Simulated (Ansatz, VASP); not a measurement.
# Two plane-wave programs on GaP

```
CELL_PARAMETERS angstrom
0.00000 2.75298 2.75298
2.75298 0.00000 2.75298
2.75298 2.75298 0.00000
ATOMIC_POSITIONS crystal
Ga 0.00000 0.00000 0.00000
P 0.25000 0.25000 0.25000
```

Alike in both runs: task single point; functional PBE; k mesh 8 × 8 × 8; occupations gaussian, width 0.02 eV; no spin polarisation.

```csv
,VASP,Ansatz
version,VASP 6.6.1,Ansatz 0.2.0
potentials or method,"VASP PAW PBE potentials, release 64 (Ga_d, P), cutoff 500 eV","scalar-relativistic, plane waves, PAW"
valence electrons in the cell,18,18
```

VASP gave:

```
gap on the k mesh at the Fermi level (eV) : 1.58
least direct gap on the mesh (eV)         : 1.58
pressure (GPa)                            : -0.1
```

**Question.** Which values does Ansatz return?

**Answer.** gap on the k mesh at the Fermi level (eV): 1.58; least direct gap on the mesh (eV): 1.58; pressure (GPa): 0.0.

With one functional, cell and mesh, what is left measures potentials, basis and numerics.
